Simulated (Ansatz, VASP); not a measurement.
Two plane-wave programs on Pd

The input INCAR:

```
SYSTEM = Pd
ALGO     = Fast           ! electronic algorithm
EDIFF    = 1E-7           ! SCF threshold, eV
EDIFFG   = -0.01          ! ionic threshold
ENCUT    = 600            ! plane-wave cutoff, eV
GGA      = PE             ! functional
IBRION   = 2              ! ionic algorithm
ISIF     = 3              ! what is computed and relaxed
ISMEAR   = 1              ! smearing method
LASPH    = .True.         ! aspherical terms in the spheres
LCHARG   = .False.        ! write CHGCAR
LREAL    = .False.        ! projectors in reciprocal space
LWAVE    = .False.        ! write WAVECAR
NELM     = 80             ! most SCF steps
NSW      = 80             ! ionic steps
PREC     = Accurate       ! precision mode
SIGMA    = 0.1            ! smearing width, eV
```

KPOINTS

```
k-points
0
Gamma
  20 20 20
  0 0 0
```

File POSCAR:

```
Pd
1.0
    0.0000000000      1.9465000000      1.9465000000
    1.9465000000      0.0000000000      1.9465000000
    1.9465000000      1.9465000000      0.0000000000
Pd
1
Direct
    0.0000000000      0.0000000000      0.0000000000
```

Input for Ansatz:

```yaml
crystal:
  lattice:
    - [0.0, 1.9465, 1.9465]
    - [1.9465, 0.0, 1.9465]
    - [1.9465, 1.9465, 0.0]
  atoms:
    - { symbol: Pd, position: [0.0, 0.0, 0.0] }
scf:
  occupations: { method: methfessel_paxton, width: 0.1 }
output:
  forces: true
  stress: true
  eigenvalues: true
kpoints:
  mp_grid: { grid: [20, 20, 20] }
hamiltonian:
  xc: pbe
relax:
  f_tol: 0.01
  adjacent_minimum: "off"
  cell: { stress_tol: 0.05 }
```

Alike in both runs: task relaxation of cell and atoms; functional PBE; k mesh 20 × 20 × 20; occupations methfessel-paxton of order 1, width 0.1 eV; no spin polarisation.

|  | VASP | Ansatz |
| --- | --- | --- |
| version | VASP 6.6.1 | Ansatz 0.2.0 |
| potentials or method | VASP PAW PBE potentials, release 64 (Pd) | scalar-relativistic, plane waves, PAW |
| plane-wave cutoff (eV) | 600 | 420 |
| valence electrons in the cell | 10 | 18 |

|  | VASP | Ansatz | Ansatz less VASP |
| --- | --- | --- | --- |
| gap on the k mesh at the Fermi level, each at its own relaxed structure (eV) | none | none | - |
| relaxed volume (Å³/atom) | 15.28 | 15.31 | +0.029 |
| relaxed cell length with the largest relative difference (Å) | 2.785 | 2.787 | +0.0018 |

A gap of «none» marks a metal or a gap that the smearing closes. VASP's potentials hold 10 valence electrons a cell and Ansatz's 18, so a difference there can come from the potentials and not from the codes.
